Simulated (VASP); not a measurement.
# MnNb3 (Pm-3m) in VASP: single point with PBEsol

Aim: the single point of MnNb3 with PBEsol.

Everything below comes from runs of VASP 6.6.1. Logs are shortened: lines on timing, memory, paths and dates and some standing lists are left out, and cuts for length are marked.

### Step 1. The cell of the first run

It takes space group Pm-3m (No. 221, cubic). Conventional cell: a = 4.051 Å, b = 4.051 Å, c = 4.051 Å, α = 90.00°, β = 90.00°, γ = 90.00°. Mn (site symmetry m-3m) has 12 Nb at 2.86 Å within 3.8 Å. Within 3.8 Å of Nb (site symmetry 4/mmm) lie 4 Mn at 2.86 Å and 8 Nb at 2.86 Å.

### Step 2. Single point, PBEsol, collinear spin, ferromagnetic start

Contents of POSCAR:

```
MnNb3
1.0
    4.0509940367      0.0000000000      0.0000000000
    0.0000000000      4.0509940367      0.0000000000
    0.0000000000      0.0000000000      4.0509940367
Mn Nb
1 3
Direct
    0.0000000000      0.0000000000      0.0000000000
    0.0000000000      0.5000000000      0.5000000000
    0.5000000000      0.5000000000      0.0000000000
    0.5000000000      0.0000000000      0.5000000000
```

Contents of INCAR.step1:

```
SYSTEM = MnNb3
ALGO = Normal
EDIFF = 1E-7
ENCUT = 520
GGA = PS
ISIF = 2
ISMEAR = 0
ISPIN = 2
LASPH = .TRUE.
LCHARG = .TRUE.
LMAXMIX = 4
LREAL = .FALSE.
LWAVE = .FALSE.
MAGMOM = 3.2 0 0 0
NBANDS = 38
NELM = 150
PREC = Accurate
SIGMA = 0.05
```

Contents of KPOINTS.step1:

```
k-points
0
G
  8 8 8
  0 0 0
```

Contents of INCAR.step2:

```
SYSTEM = MnNb3
ALGO = Normal
EDIFF = 1E-7
ENCUT = 520
GGA = PS
ICHARG = 11
ISIF = 2
ISMEAR = -5
ISPIN = 2
LASPH = .TRUE.
LCHARG = .FALSE.
LMAXMIX = 4
LORBIT = 11
LREAL = .FALSE.
LWAVE = .FALSE.
MAGMOM = 3.2 0 0 0
NBANDS = 38
NEDOS = 2001
NELM = 150
PREC = Accurate
SIGMA = 0.05
```

Contents of KPOINTS.step2:

```
k-points
0
G
  12 12 12
  0 0 0
```

Potentials or basis: VASP PAW PBE potentials, release 64 (Mn_pv, Nb_sv).

Command:

```bash
> cat potpaw_PBE.64/Mn_pv/POTCAR potpaw_PBE.64/Nb_sv/POTCAR > POTCAR
> cp INCAR.step1 INCAR
> cp KPOINTS.step1 KPOINTS
> mpirun -np 1 vasp_std > vasp.out
> cp INCAR.step2 INCAR
> cp KPOINTS.step2 KPOINTS
> mpirun -np 1 vasp_std > vasp.out
```

OUTCAR:

```text
SYSTEM = MnNb3
   EDIFF = 1E-7
   ENCUT = 520
   GGA = PS
   ICHARG = 11
   ISIF = 2
   ISMEAR = -5
   ISPIN = 2
   LASPH = .TRUE.
   LORBIT = 11
   LREAL = .FALSE.
   NELM = 150
   PREC = Accurate

 ion  position               nearest neighbor table
   1  0.000  0.000  0.000-   2 2.86   3 2.86   4 2.86   2 2.86   4 2.86   2 2.86   3 2.86   2 2.86
                             3 2.86   4 2.86   4 2.86   3 2.86
   2  0.000  0.500  0.500-   1 2.86   3 2.86   4 2.86   1 2.86   3 2.86   1 2.86   4 2.86   1 2.86
                             3 2.86   4 2.86   3 2.86   4 2.86
   3  0.500  0.500  0.000-   1 2.86   2 2.86   4 2.86   2 2.86   4 2.86   1 2.86   4 2.86   4 2.86
                             1 2.86   2 2.86   2 2.86   1 2.86
   4  0.500  0.000  0.500-   1 2.86   2 2.86   3 2.86   1 2.86   3 2.86   2 2.86   3 2.86   3 2.86
                             1 2.86   2 2.86   1 2.86   2 2.86

  LATTYP: Found a simple cubic cell.
 ALAT       =     4.0509940367

  Lattice vectors:

 A1 = (   4.0509940367,   0.0000000000,   0.0000000000)
 A2 = (   0.0000000000,   4.0509940367,   0.0000000000)
 A3 = (   0.0000000000,   0.0000000000,   4.0509940367)

Analysis of symmetry for initial positions (statically):
=====================================================================
 Subroutine PRICEL returns:
 Original cell was already a primitive cell.

 Routine SETGRP: Setting up the symmetry group for a
 simple cubic supercell.

 Subroutine GETGRP returns: Found 48 space group operations
 (whereof 48 operations were pure point group operations)
 out of a pool of 48 trial point group operations.

The static configuration has the point symmetry O_h .

Analysis of symmetry for dynamics (positions and initial velocities):
=====================================================================
 Subroutine PRICEL returns:
 Original cell was already a primitive cell.

 Routine SETGRP: Setting up the symmetry group for a
 simple cubic supercell.

 Subroutine GETGRP returns: Found 48 space group operations
 (whereof 48 operations were pure point group operations)
 out of a pool of 48 trial point group operations.

The dynamic configuration has the point symmetry O_h .

Analysis of structural, dynamic, and magnetic symmetry:
=====================================================================
 Subroutine PRICEL returns:
 Original cell was already a primitive cell.

 Routine SETGRP: Setting up the symmetry group for a
 simple cubic supercell.

 Subroutine GETGRP returns: Found 48 space group operations
 (whereof 48 operations were pure point group operations)
 out of a pool of 48 trial point group operations.

The overall configuration has the point symmetry O_h .

 Subroutine INISYM returns: Found 48 space group operations
 (whereof 48 operations are pure point group operations),
 and found     1 'primitive' translations

----------------------------------------------------------------------------------------

                                     Primitive cell

  volume of cell :      66.4791

  direct lattice vectors                    reciprocal lattice vectors
     4.050994037  0.000000000  0.000000000     0.246852992  0.000000000  0.000000000
     0.000000000  4.050994037  0.000000000     0.000000000  0.246852992  0.000000000
     0.000000000  0.000000000  4.050994037     0.000000000  0.000000000  0.246852992

  length of vectors
     4.050994037  4.050994037  4.050994037     0.246852992  0.246852992  0.246852992

  position of ions in fractional coordinates (direct lattice)
     0.000000000  0.000000000  0.000000000
     0.000000000  0.500000000  0.500000000
     0.500000000  0.500000000  0.000000000
     0.500000000  0.000000000  0.500000000

  ion indices of the primitive-cell ions
   primitive index   ion index
                 1           1
                 2           2
                 3           3
                 4           4

----------------------------------------------------------------------------------------

 KPOINTS: k-points

Automatic generation of k-mesh.
 Grid dimensions read from file:
 generate k-points for:   12   12   12

 Generating k-lattice:

  Cartesian coordinates                     Fractional coordinates (reciprocal lattice)
     0.020571083  0.000000000  0.000000000     0.083333333  0.000000000  0.000000000
     0.000000000  0.020571083  0.000000000     0.000000000  0.083333333  0.000000000
     0.000000000  0.000000000  0.020571083     0.000000000  0.000000000  0.083333333

  Length of vectors
     0.020571083  0.020571083  0.020571083

  Shift w.r.t. Gamma in fractional coordinates (k-lattice)
     0.000000000  0.000000000  0.000000000

 TETIRR: Found    854 inequivalent tetrahedra from    10368

 Subroutine IBZKPT returns following result:
 ===========================================

 Found     84 irreducible k-points:

 Following reciprocal coordinates:
            Coordinates               Weight
  0.000000  0.000000  0.000000      1.000000
  0.083333  0.000000  0.000000      6.000000
  0.166667  0.000000  0.000000      6.000000
  0.250000  0.000000  0.000000      6.000000
  0.333333  0.000000  0.000000      6.000000
  0.416667  0.000000  0.000000      6.000000
[... 16 lines left out ...]
  0.333333  0.333333  0.000000     12.000000
  0.416667  0.333333  0.000000     24.000000
 [... further k-points ...]
   k-points           NKPTS =     84   k-points in BZ     NKDIM =     84   number of bands    NBANDS=     38
   number of dos      NEDOS =   2001   number of ions     NIONS =      4
   total plane-waves  NPLWV =  27000
   dimension x,y,z NGX =    30 NGY =   30 NGZ =   30
   dimension x,y,z NGXF=    60 NGYF=   60 NGZF=   60
   ions per type =               1   3
   NGX,Y,Z   is equivalent  to a cutoff of  12.31, 12.31, 12.31 a.u.
   NGXF,Y,Z  is equivalent  to a cutoff of  24.62, 24.62, 24.62 a.u.
 SYSTEM =  MnNb3
   PREC   = accura    normal or accurate (medium, high low for compatibility)
   ISTART =      0    job   : 0-new  1-cont  2-samecut
   ICHARG =     11    charge: 1-file 2-atom 10-const
   ISPIN  =      2    spin polarized calculation?
   LNONCOLLINEAR =      F non collinear calculations
   LSORBIT =      F    spin-orbit coupling
   LASPH  =      T    aspherical Exc in radial PAW
   ENCUT  =  520.0 eV  38.22 Ry    6.18 a.u.   7.53  7.53  7.53*2*pi/ulx,y,z
   NELM   =    150;   NELMIN=  2; NELMDL=  0     # of ELM steps
   EDIFF  = 0.1E-06   stopping-criterion for ELM
   LREAL  =      F    real-space projection
   EDIFFG = 0.1E-05   stopping-criterion for IOM
   NSW    =      0    number of steps for IOM
   IBRION =     -1    ionic relax: 0-MD 1-quasi-New 2-CG
   NFREE  =      0    steps in history (QN), initial steepest desc. (CG)
   ISIF   =      2    stress and relaxation
   ISYM   =      2    0-nonsym 1-usesym 2-fastsym
   POTIM  = 0.5000    time-step for ionic-motion
   TEBEG  =    0.0;   TEEND  =   0.0 temperature during run
   PSTRESS=    0.0 pullay stress
   NELECT =      52.0000    total number of electrons
   NUPDOWN=      -1.0000    fix difference up-down
   EMIN   =  10.00;   EMAX   =-10.00  energy-range for DOS
   EFERMI =   0.00;   METHOD = LEGACY
   ISMEAR =    -5;   SIGMA  =   0.05  broadening in eV -4-tet -1-fermi 0-gaus
   EFERMI_NEDOS =   21; number of points for ismear=-14 and -15
   IALGO  =     38    algorithm
   IMIX   =      4    mixing-type and parameters
     AMIX     =   0.40;   BMIX     =  1.00
     AMIX_MAG =   1.60;   BMIX_MAG =  1.00
  volume/ion in A,a.u.               =      16.62       112.16
  Fermi-wavevector in a.u.,A,eV,Ry     =   1.508392  2.850448 30.956624  2.275248
  Thomas-Fermi vector in A             =   2.618853
   LORBIT       =     11    0 simple, 1 ext, 2 COOP (PROOUT), +10 PAW based schemes
   GGA     = PS    functional components
   LHFCALC =     F    Hartree Fock is set to
   AEXX    =    0.0000 exact exchange contribution
   IVDW    =     0    specifies the selected vdW correction
   LEPSILON=     F    determine dielectric tensor
   LRPA    =     F    only Hartree local field effects (RPA)
 spin polarized calculation
 Fermi weights with tetrahedron method with Bloechl corrections
  energy-cutoff  :      520.00
  volume of cell :       66.48
 maximum number of plane-waves:      1811

 number of electron      52.0000023 magnetization       2.8039169

 Free energy of the ion-electron system (eV)
  ---------------------------------------------------
  ext. energy  EPLUGINS =         0.00000000
  ---------------------------------------------------
  free energy    TOTEN  =       -41.31364894 eV

  energy without entropy =      -41.31364894  energy(sigma->0) =      -41.31364894

 E-fermi :  10.8803     XC(G=0): -12.7391

 val. band max:       10.9106679091   @ k =   0.5000   0.1667   0.1667
 cond. band min:      10.8468337192   @ k =   0.3333   0.3333   0.0833
 fundamental gap:     -0.0638341898
 Fermi energy:        10.8803302300

 spin component 1

 k-point     1 :       0.0000    0.0000    0.0000
  band No.  band energies     occupation
      1     -43.6618      1.00000
      2     -43.3491      1.00000
      3     -43.3491      1.00000
      4     -38.2461      1.00000
      5     -38.2461      1.00000
      6     -38.2461      1.00000
[... 973 lines left out ...]
     37      15.1660      0.00000
     38      17.9997      0.00000

 [... further k-points ...]

 spin component 2

 k-point     1 :       0.0000    0.0000    0.0000
  band No.  band energies     occupation
      1     -43.6956      1.00000
      2     -43.3825      1.00000
      3     -43.3825      1.00000
      4     -35.2669      1.00000
      5     -35.2669      1.00000
      6     -35.2669      1.00000
[... 973 lines left out ...]
     37      15.7790      0.00000
     38      18.0896      0.00000

 [... further k-points ...]

------------------------ aborting loop because EDIFF is reached ----------------------------------------

  FORCE on cell =-STRESS in cart. coord.  units (eV):
  Direction    XX          YY          ZZ          XY          YZ          ZX
  --------------------------------------------------------------------------------------
  -------------------------------------------------------------------------------------
  Total        0.3927554      0.3927554      0.3927554     -0.0000000     -0.0000000      0.0000000
  in kB        9.4655947      9.4655947      9.4655947     -0.0000000     -0.0000000      0.0000000
  external PRESSURE =       9.4655947 kB  Pullay stress =       0.0000000 kB

 VOLUME and BASIS-vectors are now :
 -----------------------------------------------------------------------------
  energy-cutoff  :      520.00
  volume of cell :       66.48
      direct lattice vectors                 reciprocal lattice vectors
     4.050994037  0.000000000  0.000000000     0.246852992  0.000000000  0.000000000
     0.000000000  4.050994037  0.000000000     0.000000000  0.246852992  0.000000000
     0.000000000  0.000000000  4.050994037     0.000000000  0.000000000  0.246852992

 POSITION                                       TOTAL-FORCE (eV/Angst)
 -----------------------------------------------------------------------------------
      0.00000      0.00000      0.00000         0.000000      0.000000      0.000000
      0.00000      2.02550      2.02550         0.000000      0.000000      0.000000
      2.02550      2.02550      0.00000         0.000000      0.000000      0.000000
      2.02550      0.00000      2.02550         0.000000      0.000000      0.000000
 -----------------------------------------------------------------------------------
    total drift:                                0.000000      0.000000     -0.000000

  FREE ENERGIE OF THE ION-ELECTRON SYSTEM (eV)
  ---------------------------------------------------
  free  energy   TOTEN  =       -41.3136489407 eV

  energy  without entropy=      -41.3136489407  energy(sigma->0) =      -41.31364894

 total charge

# of ion       s       p       d       tot
------------------------------------------
    1        0.379   6.310   4.977  11.667
    2        2.232   6.003   2.498  10.733
    3        2.232   6.003   2.498  10.733
    4        2.232   6.003   2.498  10.733
--------------------------------------------------
tot          7.076  24.320  12.471  43.867

 magnetization (x)

# of ion       s       p       d       tot
------------------------------------------
    1        0.031   0.045   2.828   2.904
    2       -0.005  -0.001  -0.041  -0.046
    3       -0.005  -0.001  -0.041  -0.046
    4       -0.005  -0.001  -0.041  -0.046
--------------------------------------------------
tot          0.017   0.042   2.706   2.764
```

Run time: 17 min. Hardware: 1 thread of Intel Xeon 8259CL, shared host; peak memory 0.39 GiB.

What came out:

| Item | Value |
| --- | --- |
| Net moment | 2.80 μB per cell |
| Site moments | Mn +2.90; Nb -0.05 μB |
| Valence electrons inside the program's atomic spheres | Mn 11.67; Nb 10.73 |

Levels at points of the mesh, in eV from the Fermi level:
Spin up:
```csv
k point,band 25,band 26,band 27,band 28,band 29,band 30
"(0.00, 0.00, 0.00)",-1.02,0.23,0.23,2.99,2.99,2.99
"(0.50, 0.00, 0.00)",-1.51,-1.51,0.65,0.65,0.82,1.02
"(0.50, 0.50, 0.00)",-1.39,-1.19,-1.19,-1.13,0.90,0.90
"(0.50, 0.50, 0.50)",-0.02,-0.02,-0.02,0.91,0.91,0.91
```
Spin down:
| k point | band 23 | band 24 | band 25 | band 26 | band 27 | band 28 |
| --- | --- | --- | --- | --- | --- | --- |
| (0.00, 0.00, 0.00) | 0.23 | 0.23 | 0.23 | 2.18 | 2.18 | 3.59 |
| (0.50, 0.00, 0.00) | -1.30 | -0.66 | -0.66 | 0.67 | 0.81 | 1.52 |
| (0.50, 0.50, 0.00) | -1.19 | -0.80 | -0.72 | -0.72 | -0.27 | 1.02 |
| (0.50, 0.50, 0.50) | 0.03 | 0.03 | 0.03 | 0.29 | 0.29 | 1.14 |

Caveat: the PAW data sets were made with another functional, which shifts forces and pressure a little; tetrahedron occupations give inexact forces and stress in metals.
